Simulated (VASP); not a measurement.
Wanted: the native input for a VASP 6.6.1 run.

```yaml
Task: relaxation of cell and atoms
Functional: PBE
Potentials_or_basis: VASP PAW PBE potentials, release 64 (Nb_sv)
Cutoff: 600 eV
k_mesh: 16 × 16 × 16
Occupations: fermi-dirac, width 0.08 eV
Spin: no spin polarisation
Target_pressure: -3.3 GPa
Dipole_correction: no
Further_INCAR_settings: ALGO = Normal; EDIFF = 1e-06; IBRION = 2; EDIFFG = -0.005; NSW = 60; ISIF = 3
```

The structure of Nb lies in POSCAR:

```
Nb
1.0
   -1.6860371378      1.6860371378      1.6860371378
    1.6860371378     -1.6860371378      1.6860371378
    1.6860371378      1.6860371378     -1.6860371378
Nb
1
Direct
    0.0000000000      0.0000000000      0.0000000000
```

One way to write it, as run:

INCAR

```
SYSTEM = Nb
  ALGO = Normal
  EDIFF = 1E-6
  EDIFFG = -0.005
  ENCUT = 600
  GGA = PE
  IBRION = 2
  ISIF = 3
  ISMEAR = -1
  LASPH = .True.
  LCHARG = .False.
  LREAL = .False.
  LWAVE = .False.
  NELM = 100
  NSW = 60
  PREC = Accurate
  PSTRESS = -33.0
  SIGMA = 0.08
```

KPOINTS

```
k-points
0
Gamma
  16 16 16
  0 0 0
```

Potentials or basis: VASP PAW PBE potentials, release 64 (Nb_sv).

Command:

```console
$ cat potpaw_PBE.64/Nb_sv/POTCAR > POTCAR
$ mpirun -np 1 vasp_std > vasp.out
```

Results of the run:

```json
{
  "Relaxed volume": "18.46 Å³/atom",
  "Relaxed cell": "a = 2.884 Å, b = 2.884 Å, c = 2.884 Å, α = 109.47°, β = 109.47°, γ = 109.47°",
  "Space group after relaxing (to 0.05 Å)": "Im-3m (No. 229)",
  "Energy change on relaxing (the enthalpy is what falls)": "-27.1 meV/atom",
  "Ionic steps": "4",
  "Pressure after relaxing": "-3.3 GPa"
}
```

Caveat: the cell is relaxed towards a set pressure, so the enthalpy falls and the energy may rise.

Wall time 43 s on 1 thread of Intel Xeon 6975P-C (shared host), peak memory 0.17 GiB.
